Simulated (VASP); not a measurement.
Set up this calculation in VASP 6.6.1, as the native input.

- Task: relaxation of cell and atoms
- Functional: PBEsol
- Dispersion: D4
- Potentials or basis: VASP PAW PBE potentials, release 64 (Ru_pv)
- Cutoff: 600 eV
- k mesh: 11 × 11 × 6
- Occupations: fermi-dirac, width 0.05 eV
- Spin: no spin polarisation
- Dipole correction: no
- Further INCAR settings: ALGO = Normal; EDIFF = 1e-06; IBRION = 2; EDIFFG = -0.01; NSW = 60; ISIF = 3

The structure of Ru lies in POSCAR:

```
Ru
1.0
    2.7058000000      0.0000000000      0.0000000000
   -1.3529000000      2.3432915376      0.0000000000
    0.0000000000      0.0000000000      4.2819000000
Ru
2
Direct
    0.6666666667      0.3333333333      0.7500000000
    0.3333333333      0.6666666667      0.2500000000
```

One way to write it, as run:

INCAR

```
SYSTEM = Ru
ALGO = Normal ; EDIFF = 1E-6
EDIFFG = -0.01 ; ENCUT = 600
GGA = PS ; IBRION = 2
ISIF = 3 ; ISMEAR = -1
IVDW = 13 ; LASPH = .TRUE.
LCHARG = .FALSE. ; LREAL = .FALSE.
LWAVE = .FALSE. ; NELM = 80
NSW = 60 ; PREC = Accurate
SIGMA = 0.05
```

KPOINTS

```
k-points
0
G
  11 11 6
  0 0 0
```

Potentials or basis: VASP PAW PBE potentials, release 64 (Ru_pv).

Command:

```console
$ cat potpaw_PBE.64/Ru_pv/POTCAR > POTCAR
$ mpirun -np 1 vasp_std > vasp.out
```

It gave:

```
Relaxed volume                        : 13.19 Å³/atom
Relaxed cell                          : a = 2.680 Å, b = 2.680 Å, c = 4.241 Å, α = 90.00°, β = 90.00°, γ = 120.00°
Space group after relaxing (to 0.1 Å) : P6_3/mmc (No. 194)
Energy gained by relaxing             : 11.8 meV/atom
Ionic steps                           : 10
Pressure after relaxing               : 0.0 GPa
Band gap on the k mesh                : zero (bands 14 and 15 overlap by 3.22 eV)
Dispersion energy per atom            : -0.313 eV
```

Caveat: the PAW data sets were made with another functional, which shifts forces and pressure a little.

Wall time 83 s on 1 thread of Intel(R) Xeon(R) Platinum 8488C (Sapphire Rapids) (shared host), peak memory 0.18 GiB.
